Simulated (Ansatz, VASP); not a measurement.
# One calculation of NiO, two programs

Contents of INCAR:

```
SYSTEM = NiO
PREC = Accurate ; ENCUT = 520
EDIFF = 1E-6 ; ISMEAR = 0
SIGMA = 0.1 ; LREAL = .FALSE.
LASPH = .TRUE. ; NELM = 60
ALGO = Normal ; ISIF = 2
LWAVE = .FALSE. ; LCHARG = .TRUE.
GGA = PE ; LELF = .TRUE.
LVHAR = .TRUE. ; NBANDS = 24
```

KPOINTS

```
Automatic mesh
0
G
  6 6 4
  0 0 0
```

POSCAR

```
NiO
1.0
    3.4253685993      0.0000000000      0.0000000000
    0.0000000000      2.6459063291      0.0000000000
   -0.0533217743      0.0000000000      5.0038205324
Ni O
2 2
Direct
    0.0000000000      0.0000000000      0.0000000000
    0.0000000000      0.0000000000      0.5000000000
    0.8295059745      0.5000000000      0.2488150590
    0.1704940255      0.5000000000      0.7511849410
```

Input for Ansatz:

```yaml
crystal:
  lattice:
    - [3.4253685993, 0.0, 0.0]
    - [0.0, 2.6459063291, 0.0]
    - [-0.0533217743, 0.0, 5.0038205324]
  atoms:
    - { symbol: Ni, position: [0.0, 0.0, 0.0] }
    - { symbol: Ni, position: [0.0, 0.0, 0.5] }
    - { symbol: O, position: [0.8295059745, 0.5, 0.248815059] }
    - { symbol: O, position: [0.1704940255, 0.5, 0.751184941] }
basis:
  ecutwfc: 420
kpoints:
  mp_grid: { grid: [6, 6, 4] }
hamiltonian:
  xc: pbe
scf:
  occupations: { method: gaussian, width: 0.1 }
  lower_state_search: "off"
output:
  forces: true
  stress: true
  eigenvalues: true
```

Change from the starting cell: the structure that the rattled cell fell into.

Alike in both runs: task single point; functional PBE; k mesh 6 × 6 × 4; occupations gaussian, width 0.1 eV; no spin polarisation.

|  | VASP | Ansatz |
| --- | --- | --- |
| version | VASP 6.6.1 | Ansatz 0.2.0 |
| potentials or method | VASP PAW PBE potentials, release 64 (Ni, O), cutoff 520 eV | scalar-relativistic, plane waves, PAW |
| valence electrons in the cell | 32 | 48 |

VASP gave:

| Item | Value |
| --- | --- |
| gap on the k mesh at the Fermi level (eV) | none |
| pressure (GPa) | 0.7 |
| traceless stress, the component that is largest in VASP (GPa) | -0.39 |
| rms of the force components (eV/Å) | 0.030 |

Question: Estimate Ansatz's values.

Answer: gap on the k mesh at the Fermi level (eV): none; pressure (GPa): 0.2; traceless stress, the component that is largest in VASP (GPa): -0.77; rms of the force components (eV/Å): 0.017.

Atom by atom the forces differ by 0.013 eV/Å (rms over components). A gap of «none» marks a metal or a gap that the smearing closes. With one functional, cell and mesh, what is left measures potentials, basis and numerics. VASP's potentials hold 32 valence electrons a cell and Ansatz's 48, so a difference there can come from the potentials and not from the codes.

The k mesh is coarse, so the values compare programs but aren't converged.
